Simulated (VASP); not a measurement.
A run of VASP 6.6.1 is set up as follows.

INCAR

```
SYSTEM = I
PREC = Accurate
ENCUT = 520
EDIFF = 1E-6
ISMEAR = 0
SIGMA = 0.1
LREAL = .False.
LASPH = .True.
NELM = 100
ALGO = Normal
ISIF = 2
LWAVE = .False.
LCHARG = .False.
GGA = PS
NBANDS = 10
```

KPOINTS

```
regular mesh
0
Gamma
  18 18 18
  0 0 0
```

POSCAR

```
I
1.0
   -1.5875721455      1.5875721455      3.7419870488
    1.5875721455     -1.5875721455      3.7419870488
    1.5875721455      1.5875721455     -3.7419870488
I
1
Direct
    0.0000000000      0.0000000000      0.0000000000
```

Potentials or basis: VASP PAW PBE potentials, release 64 (I).

Run with:

```sh
$ cat potpaw_PBE.64/I/POTCAR > POTCAR
$ mpirun -np 1 vasp_std > vasp.out
```

Estimate the pressure.

0.0 GPa.

Caveat: the PAW data sets were made with another functional, which shifts forces and pressure a little; an odd number of electrons without spin polarisation forces a metal; a magnetic or distorted state may lie lower.
